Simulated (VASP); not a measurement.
**NaCl: single point with PBE**

NaCl:

```
CELL_PARAMETERS angstrom
0.00000 2.83073 2.83073
2.83073 0.00000 2.83073
2.83073 2.83073 0.00000
ATOMIC_POSITIONS crystal
Na 0.00000 0.00000 0.00000
Cl 0.50000 0.50000 0.50000
```

This cell differs from its parent crystal: strain +1.0%.

```json
{
 "Program": "VASP 6.6.1",
 "Task": "single point",
 "Functional": "PBE",
 "Potentials or basis": "VASP PAW PBE potentials, release 64 (Na_pv, Cl)",
 "Cutoff": "520 eV",
 "k mesh": "4 × 4 × 4",
 "Occupations": "gaussian, width 0.01 eV",
 "Spin": "no spin polarisation",
 "Dipole correction": "no",
 "Further INCAR settings": "ALGO = Normal; EDIFF = 1e-06; NBANDS = 14"
}
```

The pressure is 0.4 GPa and the band gap on the k mesh is 5.06 eV.

Levels at points of the mesh, in eV from the valence-band top:
```tsv
k point	band 3	band 4	band 5	band 6	band 7	band 8	band 9	band 10	band 11	band 12
(0.00, 0.00, 0.00)	-20.84	-12.63	0.00	0.00	0.00	5.06	11.11	11.11	11.11	13.25
(0.50, 0.00, 0.00)	-20.85	-12.31	-1.89	-0.26	-0.26	7.25	10.53	10.94	10.94	14.91
(0.50, 0.50, 0.00)	-20.85	-12.26	-1.63	-0.58	-0.58	7.50	8.09	11.24	14.67	14.67
```

It took 4.7 s on 1 thread of Intel(R) Xeon(R) Platinum 8488C (Sapphire Rapids), on a shared host, peak memory 0.15 GiB.

Caveat: the k points lie up to 0.48 Å⁻¹ apart; the cell differs from its parent crystal (strain +1.0%).
